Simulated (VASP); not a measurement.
Crystal: Cu.

```
Cu
1.0
     0.00000    2.41772    2.41772
     2.41772    0.00000    2.41772
     2.41772    2.41772    0.00000
Cu
2
Direct
  0.87500 0.87500 0.87500
  0.12500 0.12500 0.12500
```

| Property | Result |
| --- | --- |
| Program | VASP 6.6.1 |
| Task | relaxation of cell and atoms |
| Functional | PBEsol |
| Potentials or basis | VASP PAW PBE potentials, release 64 (Cu) |
| Cutoff | 600 eV |
| k mesh | 14 × 14 × 14 |
| Occupations | fermi-dirac, width 0.1 eV |
| Spin | no spin polarisation |

At the start: pressure 29.0 GPa; volume 14.13 Å³/atom.

**Question.** How do energy, volume and symmetry change on relaxing?

**Answer.** Over 5 steps the energy falls by 278.4 meV/atom and the volume is 17.98 Å³/atom (+27.2 %); space group Fd-3m (No. 227, to 0.05 Å).

The path:
```tsv
step	energy change (eV)	largest force (eV/Å)	pressure (GPa)	volume (Å³)
1	0.0000	0.0000	29.01	28.27
2	-0.4752	0.0000	-5.62	40.08
3	-0.5566	0.0000	0.20	35.84
4	-0.5567	0.0000	-0.08	36.01
5	-0.5567	0.0000	0.01	35.97
```

Final structure:
```
Cu
1.0
     0.00000    2.61990    2.61990
     2.61990    0.00000    2.61990
     2.61990    2.61990    0.00000
Cu
2
Direct
  0.87500 0.87500 0.87500
  0.12500 0.12500 0.12500
```

Caveat: the volume moved by over 15 % at a fixed basis, so the end points are rough; the PAW data sets were made with another functional, which shifts forces and pressure a little.
